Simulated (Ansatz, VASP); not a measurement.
# Al2BN3 in VASP and in Ansatz

```
CELL_PARAMETERS angstrom
2.96931 0.00000 0.00000
-1.48466 2.57150 0.00000
0.00000 0.00000 27.64041
ATOMIC_POSITIONS crystal
Al 0.66667 0.33333 0.08139
Al 0.66667 0.33333 0.41861
Al 0.33333 0.66667 0.91861
Al 0.33333 0.66667 0.58139
B 0.66667 0.33333 0.75000
B 0.33333 0.66667 0.25000
N 0.00000 0.00000 0.08148
N 0.00000 0.00000 0.41852
N 0.00000 0.00000 0.75000
N 0.00000 0.00000 0.91852
N 0.00000 0.00000 0.25000
N 0.00000 0.00000 0.58148
```

Alike in both runs: functional PBE; k mesh 12 × 12 × 1; occupations gaussian, width 0.02 eV; no spin polarisation.

Ansatz relaxed the structure, and its values are those at the end. VASP's run is a single point on that final structure, the one shown.

|  | VASP | Ansatz |
| --- | --- | --- |
| version | VASP 6.6.1 | Ansatz 0.2.0 |
| potentials or method | VASP PAW PBE potentials, release 64 (Al, B, N), cutoff 520 eV | scalar-relativistic, plane waves, PAW |
| valence electrons in the cell | 48 | 48 |

|  | VASP | Ansatz | Ansatz less VASP |
| --- | --- | --- | --- |
| gap on the k mesh at the Fermi level (eV) | 2.27 | 2.27 | 0.000 |
| least direct gap on the mesh (eV) | 2.39 | 2.39 | +0.004 |
| pressure (GPa) | 0.1 | 0.0 | -0.04 |

The functional is the same, so the differences come from potentials, cutoffs and numerics.
